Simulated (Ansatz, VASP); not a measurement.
## Hf2N in VASP and in Ansatz

The input POSCAR:

```
Hf2N
1.0
    5.3131240200      0.0000000000      0.0000000000
    0.0000000000      5.3131240200      0.0000000000
    0.0000000000      0.0000000000      3.2420983900
Hf N
4 2
Direct
    0.2955363700      0.2955363700      0.0000000000
    0.7044636300      0.7044636300      0.0000000000
    0.7955363700      0.2044636300      0.5000000000
    0.2044636300      0.7955363700      0.5000000000
    0.0000000000      0.0000000000      0.0000000000
    0.5000000000      0.5000000000      0.5000000000
```

File INCAR.step1:

```
SYSTEM = Hf2N
PREC = Accurate ; ENCUT = 520
ISMEAR = 0 ; SIGMA = 0.1
LREAL = .False. ; LASPH = .True.
NELM = 100 ; NBANDS = 34
GGA = PE ; ALGO = Normal
EDIFF = 1E-4 ; LWAVE = .True.
LCHARG = .False.
```

INCAR.step2

```
SYSTEM = Hf2N
PREC = Accurate ; ENCUT = 520
EDIFF = 1E-6 ; ISMEAR = 0
SIGMA = 0.1 ; LREAL = .False.
LASPH = .True. ; NELM = 100
ALGO = Normal ; ISIF = 2
LWAVE = .False. ; LCHARG = .True.
METAGGA = R2SCAN ; LMIXTAU = .True.
LELF = .True. ; LVHAR = .True.
NBANDS = 34 ; ISTART = 1
```

Contents of KPOINTS:

```
regular mesh
0
Gamma
  6 6 8
  0 0 0
```

Input for Ansatz:

```yaml
crystal:
  lattice:
    - [5.31312402, 0.0, 0.0]
    - [0.0, 5.31312402, 0.0]
    - [0.0, 0.0, 3.24209839]
  atoms:
    - { symbol: Hf, position: [0.29553637, 0.29553637, 0.0] }
    - { symbol: Hf, position: [0.70446363, 0.70446363, 0.0] }
    - { symbol: Hf, position: [0.79553637, 0.20446363, 0.5] }
    - { symbol: Hf, position: [0.20446363, 0.79553637, 0.5] }
    - { symbol: "N", position: [0.0, 0.0, 0.0] }
    - { symbol: "N", position: [0.5, 0.5, 0.5] }
basis:
  ecutwfc: 500
kpoints:
  mp_grid: { grid: [6, 6, 8] }
hamiltonian:
  xc: r2scan
scf:
  occupations: { method: gaussian, width: 0.1 }
output:
  forces: true
  stress: true
  eigenvalues: true
```

Alike in both runs: task single point; functional r2SCAN; k mesh 6 × 6 × 8; occupations gaussian, width 0.1 eV; no spin polarisation.

|  | VASP | Ansatz |
| --- | --- | --- |
| version | VASP 6.6.1 | Ansatz 0.2.0 |
| potentials or method | VASP PAW PBE potentials, release 64 (Hf_pv, N), cutoff 520 eV | scalar-relativistic, plane waves, PAW |
| valence electrons in the cell | 50 | 114 |

|  | VASP | Ansatz | Ansatz less VASP |
| --- | --- | --- | --- |
| gap on the k mesh at the Fermi level (eV) | none | none | - |
| pressure (GPa) | 0.0 | 1.4 | +1.49 |
| traceless stress, the component that is largest in VASP (GPa) | 0.46 | 0.58 | +0.120 |
| rms of the force components (eV/Å) | 0.006 | 0.014 | +0.0078 |

VASP's potentials were made for PBE, not for r2SCAN. Atom by atom the forces differ by 0.008 eV/Å (rms over components). A gap of «none» marks a metal or a gap that the smearing closes. VASP's potentials hold 50 valence electrons a cell and Ansatz's 114, so a difference there can come from the potentials and not from the codes.

Spin-orbit coupling is off throughout.
